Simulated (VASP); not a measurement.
**Fe: single point with PBEsol**

Fe:

```
Fe
1.0
     2.34700    0.00000    0.00000
    -1.17350    2.03256    0.00000
     0.00000    0.00000    3.79700
Fe
2
Direct
  0.33333 0.66667 0.25000
  0.66667 0.33333 0.75000
```

This isn't the form of Fe at room conditions, which is bcc.

| Property | Result |
| --- | --- |
| Program | VASP 6.6.1 |
| Task | single point |
| Functional | PBEsol |
| Potentials or basis | VASP PAW PBE potentials, release 64 (Fe) |
| Cutoff | 520 eV |
| k mesh | 14 × 14 × 8 |
| Occupations | fermi-dirac, width 0.1 eV |
| Spin | collinear spin, ferromagnetic start |
| Starting moments | [0.75, 0.75] μB |
| Fixed moment | 1.5 μB |

The pressure is 37.7 GPa, the net moment is 1.50 μB per cell and the site moments are Fe +0.73 μB. The valence electrons inside the program's atomic spheres are Fe 7.86.

Stress tensor (GPa, compression positive):
```
39.52  0.00  0.00
 0.00 39.52  0.00
 0.00  0.00 34.08
```

It took 110 s on 1 thread of Intel Xeon 8259CL (shared host), peak memory 0.17 GiB.

Caveat: the cell stands under pressure; the PAW data sets were made with another functional, which shifts forces and pressure a little; the total moment is fixed, so each spin has its own Fermi level.
